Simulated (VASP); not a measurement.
# HoAlTe3 (Pm-3m) in VASP: further runs, part 3 of 3

VASP 6.6.1. Earlier steps stand in the parts before.

**4. Single point, PBE**

This run uses another cell than the first one, of 30.05 Å³/atom.

INCAR

```
SYSTEM = HoAlTe3
PREC = Accurate ; ENCUT = 500
EDIFF = 1E-6 ; ISMEAR = 0
SIGMA = 0.1 ; LREAL = .False.
LASPH = .True. ; NELM = 200
ALGO = Normal ; ISIF = 2
LWAVE = .False. ; LCHARG = .True.
GGA = PE ; LELF = .True.
LVHAR = .True. ; NBANDS = 23
GGA_COMPAT = .False. ; LMAXMIX = 6
```

KPOINTS

```
regular mesh
0
Gamma
  8 8 8
  0 0 0
```

POSCAR

```
HoAlTe3
1.0
    5.3165046760      0.0000000000      0.0000000000
    0.0000000000      5.3165046760      0.0000000000
    0.0000000000      0.0000000000      5.3165046760
Ho Al Te
1 1 3
Direct
    0.5000000000      0.5000000000      0.5000000000
    0.0000000000      0.0000000000      0.0000000000
    0.5000000000      0.0000000000      0.0000000000
    0.0000000000      0.5000000000      0.0000000000
    0.0000000000      0.0000000000      0.5000000000
```

Potentials or basis: VASP PAW PBE potentials, release 64 (Ho_3, Al, Te), 4f in core.

Run with:

```sh
$ cat potpaw_PBE.64/Ho_3/POTCAR potpaw_PBE.64/Al/POTCAR potpaw_PBE.64/Te/POTCAR > POTCAR
$ mpirun -np 1 vasp_std > vasp.out
```

OUTCAR:

```text
SYSTEM = HoAlTe3
   PREC = Accurate
   ENCUT = 500
   EDIFF = 1E-6
   ISMEAR = 0
   LREAL = .False.
   LASPH = .True.
   NELM = 200
   ISIF = 2
   GGA = PE

 ion  position               nearest neighbor table
   1  0.500  0.500  0.500-
   2  0.000  0.000  0.000-   3 2.66   4 2.66   5 2.66   5 2.66   4 2.66   3 2.66
   3  0.500  0.000  0.000-   2 2.66   2 2.66
   4  0.000  0.500  0.000-   2 2.66   2 2.66
   5  0.000  0.000  0.500-   2 2.66   2 2.66

  LATTYP: Found a simple cubic cell.
 ALAT       =     5.3165046760

  Lattice vectors:

 A1 = (   5.3165046760,   0.0000000000,   0.0000000000)
 A2 = (   0.0000000000,   5.3165046760,   0.0000000000)
 A3 = (   0.0000000000,   0.0000000000,   5.3165046760)

Analysis of symmetry for initial positions (statically):
=====================================================================
 Subroutine PRICEL returns:
 Original cell was already a primitive cell.

 Routine SETGRP: Setting up the symmetry group for a
 simple cubic supercell.

 Subroutine GETGRP returns: Found 48 space group operations
 (whereof 48 operations were pure point group operations)
 out of a pool of 48 trial point group operations.

The static configuration has the point symmetry O_h .

Analysis of symmetry for dynamics (positions and initial velocities):
=====================================================================
 Subroutine PRICEL returns:
 Original cell was already a primitive cell.

 Routine SETGRP: Setting up the symmetry group for a
 simple cubic supercell.

 Subroutine GETGRP returns: Found 48 space group operations
 (whereof 48 operations were pure point group operations)
 out of a pool of 48 trial point group operations.

The dynamic configuration has the point symmetry O_h .

 Subroutine INISYM returns: Found 48 space group operations
 (whereof 48 operations are pure point group operations),
 and found     1 'primitive' translations

----------------------------------------------------------------------------------------

                                     Primitive cell

  volume of cell :     150.2722

  direct lattice vectors                    reciprocal lattice vectors
     5.316504676  0.000000000  0.000000000     0.188093505  0.000000000  0.000000000
     0.000000000  5.316504676  0.000000000     0.000000000  0.188093505  0.000000000
     0.000000000  0.000000000  5.316504676     0.000000000  0.000000000  0.188093505

  length of vectors
     5.316504676  5.316504676  5.316504676     0.188093505  0.188093505  0.188093505

  position of ions in fractional coordinates (direct lattice)
     0.500000000  0.500000000  0.500000000
     0.000000000  0.000000000  0.000000000
     0.500000000  0.000000000  0.000000000
     0.000000000  0.500000000  0.000000000
     0.000000000  0.000000000  0.500000000

  ion indices of the primitive-cell ions
   primitive index   ion index
                 1           1
                 2           2
                 3           3
                 4           4
                 5           5

----------------------------------------------------------------------------------------

 KPOINTS: regular mesh

Automatic generation of k-mesh.
[... 22 lines left out ...]
            Coordinates               Weight
  0.000000  0.000000  0.000000      1.000000
  0.125000  0.000000  0.000000      6.000000
  0.250000  0.000000  0.000000      6.000000
  0.375000  0.000000  0.000000      6.000000
  0.500000  0.000000  0.000000      3.000000
  0.125000  0.125000  0.000000     12.000000
[... 16 lines left out ...]
  0.375000  0.375000  0.125000     24.000000
  0.500000  0.375000  0.125000     24.000000
 [... further k-points ...]
   k-points           NKPTS =     35   k-points in BZ     NKDIM =     35   number of bands    NBANDS=     23
   number of dos      NEDOS =    301   number of ions     NIONS =      5
   total plane-waves  NPLWV =  64000
   dimension x,y,z NGX =    40 NGY =   40 NGZ =   40
   dimension x,y,z NGXF=    80 NGYF=   80 NGZF=   80
   ions per type =               1   1   3
   NGX,Y,Z   is equivalent  to a cutoff of  12.51, 12.51, 12.51 a.u.
   NGXF,Y,Z  is equivalent  to a cutoff of  25.02, 25.02, 25.02 a.u.
 SYSTEM =  HoAlTe3
   PREC   = accura    normal or accurate (medium, high low for compatibility)
   ISTART =      0    job   : 0-new  1-cont  2-samecut
   ICHARG =      2    charge: 1-file 2-atom 10-const
   ISPIN  =      1    spin polarized calculation?
   LNONCOLLINEAR =      F non collinear calculations
   LSORBIT =      F    spin-orbit coupling
   LASPH  =      T    aspherical Exc in radial PAW
   ENCUT  =  500.0 eV  36.75 Ry    6.06 a.u.   9.69  9.69  9.69*2*pi/ulx,y,z
   NELM   =    200;   NELMIN=  2; NELMDL= -5     # of ELM steps
   EDIFF  = 0.1E-05   stopping-criterion for ELM
   LREAL  =      F    real-space projection
   EDIFFG = 0.1E-04   stopping-criterion for IOM
   NSW    =      0    number of steps for IOM
   IBRION =     -1    ionic relax: 0-MD 1-quasi-New 2-CG
   NFREE  =      0    steps in history (QN), initial steepest desc. (CG)
   ISIF   =      2    stress and relaxation
   ISYM   =      2    0-nonsym 1-usesym 2-fastsym
   POTIM  = 0.5000    time-step for ionic-motion
   TEBEG  =    0.0;   TEEND  =   0.0 temperature during run
   PSTRESS=    0.0 pullay stress
   NELECT =      30.0000    total number of electrons
   NUPDOWN=      -1.0000    fix difference up-down
   EMIN   =  10.00;   EMAX   =-10.00  energy-range for DOS
   EFERMI =   0.00;   METHOD = LEGACY
   ISMEAR =     0;   SIGMA  =   0.10  broadening in eV -4-tet -1-fermi 0-gaus
   EFERMI_NEDOS =   21; number of points for ismear=-14 and -15
   IALGO  =     38    algorithm
   IMIX   =      4    mixing-type and parameters
     AMIX     =   0.40;   BMIX     =  1.00
     AMIX_MAG =   1.60;   BMIX_MAG =  1.00
  volume/ion in A,a.u.               =      30.05       202.82
  Fermi-wavevector in a.u.,A,eV,Ry     =   0.956803  1.808095 12.455744  0.915471
  Thomas-Fermi vector in A             =   2.085764
   LORBIT       =      0    0 simple, 1 ext, 2 COOP (PROOUT), +10 PAW based schemes
   GGA     = PE    functional components
   LHFCALC =     F    Hartree Fock is set to
   AEXX    =    0.0000 exact exchange contribution
   IVDW    =     0    specifies the selected vdW correction
   LEPSILON=     F    determine dielectric tensor
   LRPA    =     F    only Hartree local field effects (RPA)
 non-spin polarized calculation
 Gauss-broadening in eV      SIGMA  =   0.10
  energy-cutoff  :      500.00
  volume of cell :      150.27
 maximum number of plane-waves:      3840
 NGX is ok and might be reduce to    40
   NGX = 19   NGY = 19   NGZ = 19

 number of electron      30.0000000 magnetization

 Free energy of the ion-electron system (eV)
  ---------------------------------------------------
  ext. energy  EPLUGINS =         0.00000000
  ---------------------------------------------------
  free energy    TOTEN  =       -18.92784879 eV

  energy without entropy =      -18.91580986  energy(sigma->0) =      -18.92182933

 E-fermi :   5.6311     XC(G=0):  -9.3672

 val. band max:        5.6303842326   @ k =   0.5000   0.3750   0.1250
 cond. band min:       5.6738532106   @ k =   0.5000   0.3750   0.3750
 fundamental gap:      0.0434689780
 Fermi energy:         5.6310897965

 k-point     1 :       0.0000    0.0000    0.0000
  band No.  band energies     occupation
      1     -20.4651      2.00000
      2     -20.4651      2.00000
      3     -20.4651      2.00000
      4      -7.0459      2.00000
      5      -4.5244      2.00000
      6      -4.5244      2.00000
[... 613 lines left out ...]
     22       8.6511      0.00000
     23       8.7424      0.00000

 [... further k-points ...]

------------------------ aborting loop because EDIFF is reached ----------------------------------------

  FORCE on cell =-STRESS in cart. coord.  units (eV):
  Direction    XX          YY          ZZ          XY          YZ          ZX
  --------------------------------------------------------------------------------------
  -------------------------------------------------------------------------------------
  Total        0.0163341      0.0163341      0.0163341     -0.0000000      0.0000000      0.0000000
  in kB        0.1741512      0.1741512      0.1741512     -0.0000000      0.0000000      0.0000000
  external PRESSURE =       0.1741512 kB  Pullay stress =       0.0000000 kB

 VOLUME and BASIS-vectors are now :
 -----------------------------------------------------------------------------
  energy-cutoff  :      500.00
  volume of cell :      150.27
      direct lattice vectors                 reciprocal lattice vectors
     5.316504676  0.000000000  0.000000000     0.188093505  0.000000000  0.000000000
     0.000000000  5.316504676  0.000000000     0.000000000  0.188093505  0.000000000
     0.000000000  0.000000000  5.316504676     0.000000000  0.000000000  0.188093505

 POSITION                                       TOTAL-FORCE (eV/Angst)
 -----------------------------------------------------------------------------------
      2.65825      2.65825      2.65825         0.000000      0.000000      0.000000
      0.00000      0.00000      0.00000         0.000000      0.000000      0.000000
      2.65825      0.00000      0.00000         0.000000      0.000000      0.000000
      0.00000      2.65825      0.00000         0.000000      0.000000      0.000000
      0.00000      0.00000      2.65825         0.000000      0.000000      0.000000
 -----------------------------------------------------------------------------------
    total drift:                                0.000000      0.000000     -0.000000

  FREE ENERGIE OF THE ION-ELECTRON SYSTEM (eV)
  ---------------------------------------------------
  free  energy   TOTEN  =       -18.9278487918 eV

  energy  without entropy=      -18.9158098640  energy(sigma->0) =      -18.92182933
```

It took 82 s on 1 thread of AMD EPYC 7R13 (Zen 3), shared host; peak memory 0.28 GiB.

What came out:

- Free energy: -18.9278 eV
- Pressure: 0.0 GPa
- Band gap on the k mesh: zero (bands 15 and 16 overlap by 1.57 eV)

Caveat: spin-orbit coupling is left out, which moves the levels of the heavy elements; the 4f electrons are frozen in the core, so they carry no moment and show no levels. Spin polarisation is off, so any magnetic state and its effect on volume and gap are missing.

**5. Relaxation of cell and atoms, PBE**

This run uses another cell than the first one, of 35.60 Å³/atom.

INCAR

```
SYSTEM = HoAlTe3
  PREC = Accurate
  ENCUT = 500
  EDIFF = 1E-7
  ISMEAR = 0
  SIGMA = 0.1
  LREAL = .False.
  LASPH = .True.
  NELM = 200
  ALGO = Normal
  ISIF = 3
  LWAVE = .False.
  LCHARG = .False.
  GGA = PE
  IBRION = 2
  NSW = 90
  EDIFFG = -0.04
  GGA_COMPAT = .False.
  NELMIN = 4
  LMAXMIX = 6
```

KPOINTS

```
regular mesh
0
Gamma
  4 4 4
  0 0 0
```

POSCAR, as its differences from that of step 4:

```diff
@@ -2,5 +2,5 @@
 1.0
-    5.3165046760      0.0000000000      0.0000000000
-    0.0000000000      5.3165046760      0.0000000000
-    0.0000000000      0.0000000000      5.3165046760
+    5.6252404400      0.0000000000      0.0000000000
+    0.0000000000      5.6252404400      0.0000000000
+    0.0000000000      0.0000000000      5.6252404400
 Ho Al Te
```

Run with:

```sh
$ cat potpaw_PBE.64/Ho_3/POTCAR potpaw_PBE.64/Al/POTCAR potpaw_PBE.64/Te/POTCAR > POTCAR
$ mpirun -np 1 vasp_std > vasp.out
```

Run time: 80 s. Hardware: 1 thread of AMD EPYC 7R13 (Zen 3), shared host; peak memory 0.26 GiB.

Results (log left out):

```
Free energy                           : -18.8860 eV
Relaxed volume                        : 30.10 Å³/atom
Relaxed cell                          : a = 5.319 Å, b = 5.319 Å, c = 5.319 Å, α = 90.00°, β = 90.00°, γ = 90.00°
Space group after relaxing (to 0.1 Å) : Pm-3m (No. 221)
Energy gained by relaxing             : 116.2 meV/atom
Ionic steps                           : 3
Pressure after relaxing               : 0.0 GPa
Band gap on the k mesh                : zero (bands 15 and 16 overlap by 1.56 eV)
```

The path:
```tsv
step	energy change (eV)	largest force (eV/Å)	pressure (GPa)	volume (Å³)
1	0.0000	0.0000	-5.82	178.00
2	-0.5648	0.0000	1.40	146.73
3	-0.5812	0.0000	0.03	150.52
```

Final structure:
```xyz
5
Lattice="5.3194 0.0000 0.0000 0.0000 5.3194 0.0000 0.0000 0.0000 5.3194" Properties=species:S:1:pos:R:3 pbc="T T T"
Ho    2.6597    2.6597    2.6597
Al    0.0000    0.0000    0.0000
Te    2.6597    0.0000    0.0000
Te    0.0000    2.6597    0.0000
Te    0.0000    0.0000    2.6597
```

Levels at points of the mesh, in eV from the Fermi level:
| k point | band 12 | band 13 | band 14 | band 15 | band 16 | band 17 | band 18 | band 19 |
| --- | --- | --- | --- | --- | --- | --- | --- | --- |
| (0.00, 0.00, 0.00) | -0.77 | -0.77 | -0.28 | -0.28 | -0.28 | 0.89 | 0.89 | 1.08 |
| (0.50, 0.00, 0.00) | -1.94 | -1.94 | -0.81 | -0.81 | 1.29 | 1.36 | 1.90 | 2.58 |
| (0.50, 0.50, 0.00) | -1.90 | -1.90 | -0.51 | 0.43 | 1.21 | 1.45 | 2.80 | 2.94 |
| (0.50, 0.50, 0.50) | -0.46 | -0.28 | 0.97 | 0.97 | 0.97 | 1.65 | 1.65 | 1.65 |

Caveat: the volume moved by over 15 % at a fixed basis, so the end points are rough; spin-orbit coupling is left out, which moves the levels of the heavy elements; the 4f electrons are frozen in the core, so they carry no moment and show no levels. Spin polarisation is off, so any magnetic state and its effect on volume and gap are missing.

**6. Relaxation of cell and atoms, PBE**

INCAR

```
SYSTEM = HoAlTe3
PREC     = Accurate       ! precision mode
ENCUT    = 500            ! plane-wave cutoff, eV
EDIFF    = 1E-7           ! SCF threshold, eV
ISMEAR   = 0              ! smearing method
SIGMA    = 0.1            ! smearing width, eV
LREAL    = .FALSE.        ! projectors in reciprocal space
LASPH    = .TRUE.         ! aspherical terms in the spheres
NELM     = 200            ! most SCF steps
ALGO     = Normal         ! electronic algorithm
ISIF     = 3              ! what is computed and relaxed
LWAVE    = .FALSE.        ! write WAVECAR
LCHARG   = .FALSE.        ! write CHGCAR
GGA      = PE             ! functional
IBRION   = 2              ! ionic algorithm
NSW      = 100            ! ionic steps
EDIFFG   = -0.01          ! ionic threshold
GGA_COMPAT= .FALSE.      
NELMIN   = 4            
LMAXMIX  = 6              ! l up to which the mixer works
```

KPOINTS

```
regular mesh
0
G
  8 8 8
  0 0 0
```

POSCAR, as its differences from that of step 5:

```diff
@@ -2,5 +2,5 @@
 1.0
-    5.6252404400      0.0000000000      0.0000000000
-    0.0000000000      5.6252404400      0.0000000000
-    0.0000000000      0.0000000000      5.6252404400
+    5.3089477584      0.0000000000      0.0000000000
+    0.0000000000      5.3089477584      0.0000000000
+    0.0000000000      0.0000000000      5.3089477584
 Ho Al Te
```

Potentials or basis: VASP PAW PBE potentials, release 64 (Ho_3, Al, Te), 4f in core.

Run with:

```sh
$ cat potpaw_PBE.64/Ho_3/POTCAR potpaw_PBE.64/Al/POTCAR potpaw_PBE.64/Te/POTCAR > POTCAR
$ mpirun -np 1 vasp_std > vasp.out
```

Wall time 2.4 min (1 thread of AMD EPYC 7R13 (Zen 3), shared host); peak memory 0.29 GiB.

Results (log left out):

| Quantity | Value |
| --- | --- |
| Free energy | -18.9278 eV |
| Relaxed volume | 30.06 Å³/atom |
| Relaxed cell | a = 5.317 Å, b = 5.317 Å, c = 5.317 Å, α = 90.00°, β = 90.00°, γ = 90.00° |
| Space group after relaxing (to 0.1 Å) | Pm-3m (No. 221) |
| Energy gained by relaxing | 0.1 meV/atom |
| Ionic steps | 3 |
| Pressure after relaxing | 0.0 GPa |
| Band gap on the k mesh | zero (bands 15 and 16 overlap by 1.57 eV) |

Step by step:
```
step  energy change (eV)  largest force (eV/Å)  pressure (GPa)  volume (Å³)
   1              0.0000                0.0000            0.24       149.63
   2             -0.0004                0.0000           -0.09       150.59
   3             -0.0005                0.0000            0.00       150.31
```

Final structure:
```xyz
5
Lattice="5.3169 0.0000 0.0000 0.0000 5.3169 0.0000 0.0000 0.0000 5.3169" Properties=species:S:1:pos:R:3 pbc="T T T"
Ho    2.6585    2.6585    2.6585
Al    0.0000    0.0000    0.0000
Te    2.6585    0.0000    0.0000
Te    0.0000    2.6585    0.0000
Te    0.0000    0.0000    2.6585
```

Levels at points of the mesh, in eV from the Fermi level:
```csv
k point,band 12,band 13,band 14,band 15,band 16,band 17,band 18,band 19
"(0.00, 0.00, 0.00)",-1.05,-1.05,-0.56,-0.56,-0.56,0.63,0.63,0.83
"(0.50, 0.00, 0.00)",-2.22,-2.22,-1.09,-1.09,1.04,1.10,1.61,2.32
"(0.50, 0.50, 0.00)",-2.18,-2.18,-0.80,0.16,0.96,1.19,2.55,2.72
"(0.50, 0.50, 0.50)",-0.75,-0.54,0.70,0.70,0.70,1.41,1.41,1.41
```

Caveat: spin-orbit coupling is left out, which moves the levels of the heavy elements; the 4f electrons are frozen in the core, so they carry no moment and show no levels. Spin polarisation is off, so any magnetic state and its effect on volume and gap are missing.

**7. Overview**

| task | cell | k mesh | gap on the mesh (eV) | pressure (GPa) | relaxed volume (Å³/atom) |
| --- | --- | --- | --- | --- | --- |
| single point | a = 5.309 Å, 5 atoms | 4 × 4 × 4 | none | 0.3 | - |
| single point | a = 5.625 Å, 5 atoms | 4 × 4 × 4 | none | -5.8 | - |
| single point | a = 5.317 Å, 5 atoms | 8 × 8 × 8 | none | 0.0 | - |
| relaxation of cell and atoms | relaxed from a = 5.625 Å, 5 atoms | 4 × 4 × 4 | none | 0.0 | 30.10 |
| relaxation of cell and atoms | relaxed from a = 5.309 Å, 5 atoms | 8 × 8 × 8 | none | 0.0 | 30.06 |

Alike in all rows: level PBE; potentials or basis VASP PAW PBE potentials, release 64 (Ho_3, Al, Te), 4f in core; no spin polarisation; cutoff (eV) 500; smearing gaussian 0.1 eV.

Caveats: spin-orbit coupling is left out, which moves the levels of the heavy elements; the 4f electrons are frozen in the core, so they carry no moment and show no levels; the cell stands under tension (at least some runs); the volume moved by over 15 % at a fixed basis, so the end points are rough (at least some runs).

Absolute energies hang on the potentials; compare differences alone.
